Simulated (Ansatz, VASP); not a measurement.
Ga3O4 in VASP and in Ansatz

```
Ga O
1.0
     4.56939    0.00000    0.00000
     0.00000    4.56939    0.00000
     0.00000    0.00000    4.56939
Ga O
3 4
Direct
  0.00000 0.00000 0.50000
  0.50000 0.00000 0.00000
  0.00000 0.50000 0.00000
  0.76715 0.76715 0.76715
  0.23285 0.23285 0.76715
  0.23285 0.76715 0.23285
  0.76715 0.23285 0.23285
```

Change from the starting cell: species swapped into the Ge3As4 type (P-43m, No. 215).

Alike in both runs: functional PBE; k mesh 8 × 8 × 8; occupations gaussian, width 0.1 eV; no spin polarisation.

Ansatz relaxed the structure, and its values are those at the end. VASP's run is a single point on that final structure, the one shown.

```csv
,VASP,Ansatz
version,VASP 6.6.1,Ansatz 0.2.0
potentials or method,"VASP PAW PBE potentials, release 64 (Ga_d, O), cutoff 520 eV","scalar-relativistic, plane waves, PAW"
valence electrons in the cell,63,63
```

|  | VASP | Ansatz | Ansatz less VASP |
| --- | --- | --- | --- |
| gap on the k mesh at the Fermi level (eV) | none | none | - |
| pressure (GPa) | 0.6 | 0.0 | -0.58 |
| rms of the force components (eV/Å) | 0.013 | 0.000 | -0.0130 |

A gap of «none» marks a metal or a gap that the smearing closes.
